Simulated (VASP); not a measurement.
WS2, 9 atoms in the cell. The cell holds a slab with vacuum, 9 atoms: a = 3.183 Å, b = 3.183 Å, c = 28.532 Å, α = 90.00°, β = 90.00°, γ = 120.00°. 

* Program: VASP 6.6.1
* Task: single point
* Functional: r2SCAN
* Potentials or basis: VASP PAW PBE potentials, release 64 (W_sv, S)
* Cutoff: 520 eV
* k mesh: 7 × 7 × 1
* Occupations: fermi-dirac, width 0.05 eV
* Spin: no spin polarisation
* Hubbard terms: W d U = 4.0 eV
* Dipole correction: no
* Further INCAR settings: ALGO = Normal; EDIFF = 1e-07; NBANDS = 49

Potentials or basis: VASP PAW PBE potentials, release 64 (W_sv, S).

Command:

```console
$ cat potpaw_PBE.64/W_sv/POTCAR potpaw_PBE.64/S/POTCAR > POTCAR
$ cp INCAR.step1 INCAR
$ mpirun -np 1 vasp_std > vasp.out
$ cp INCAR.step2 INCAR
$ mpirun -np 1 vasp_std > vasp.out
```

Hardware: 1 thread of AMD EPYC 9R45 96-Core Processor (Zen 5), on a shared host.

How long does it take, and how much memory?

Run time: 9.8 min on 1 thread of AMD EPYC 9R45 96-Core Processor (Zen 5), on a shared host, peak memory 0.39 GiB. Counts: k points 8.
